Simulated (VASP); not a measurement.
Crystal: GaS2.

```
Ga S
1.0
     3.77526    2.17965    5.63410
    -3.77526    2.17965    5.63410
     0.00000   -4.35930    5.63410
Ga S
2 4
Direct
  0.63476 0.63476 0.63476
  0.36524 0.36524 0.36524
  0.50000 0.50000 0.50000
  0.50000 0.50000 0.00000
  0.00000 0.50000 0.50000
  0.50000 0.00000 0.50000
```

The cell was generated, and may not be a known phase.

| Property | Result |
| --- | --- |
| Program | VASP 6.6.1 |
| Task | relaxation of cell and atoms |
| Functional | PBE |
| Potentials or basis | VASP PAW PBE potentials, release 64 (Ga_d, S) |
| Cutoff | 600 eV |
| k mesh | 6 × 6 × 6 |
| Occupations | gaussian, width 0.1 eV |
| Spin | no spin polarisation |

At the start: pressure -0.1 GPa; volume 46.36 Å³/atom.

Question: Where does the relaxation end?

Answer: Over 20 steps the energy falls by 3.8 meV/atom and the volume is 46.74 Å³/atom (+0.8 %); space group R-3m (No. 166, to 0.1 Å) before, Fd-3m (No. 227, to 0.1 Å).

The path:
```
step  energy change (eV)  largest force (eV/Å)  pressure (GPa)  volume (Å³)
   1              0.0000                0.0429           -0.11       278.17
   2             -0.0021                0.0905            0.07       276.92
   3             -0.0022                0.0994            0.07       276.66
   4             -0.0022                0.1208            0.15       276.16
   5             -0.0023                0.1094            0.11       276.47
   6             -0.0042                0.1154            0.08       276.95
   7             -0.0090                0.1377            0.01       278.39
   8             -0.0143                0.1682           -0.15       281.19
   9             -0.0161                0.1384           -0.13       281.06
  10             -0.0198                0.0472           -0.06       280.67
  11             -0.0185                0.1642            0.05       279.88
  12             -0.0207                0.0282           -0.02       280.38
  13             -0.0207                0.0354           -0.01       280.36
  14             -0.0212                0.0302            0.02       280.17
  15             -0.0220                0.0157            0.08       279.58
  16             -0.0210                0.0183            0.22       278.34
  17             -0.0220                0.0072            0.13       279.20
  18             -0.0225                0.0104            0.04       280.02
  19             -0.0225                0.0156            0.02       280.24
  20             -0.0226                0.0005            0.02       280.41
```

Final structure:
```
Ga S
1.0
     3.67549    2.12205    5.99207
    -3.67549    2.12205    5.99207
     0.00000   -4.24409    5.99207
Ga S
2 4
Direct
  0.62518 0.62518 0.62518
  0.37482 0.37482 0.37482
  0.50000 0.50000 0.50000
  0.50000 0.50000 0.00000
  0.00000 0.50000 0.50000
  0.50000 0.00000 0.50000
```
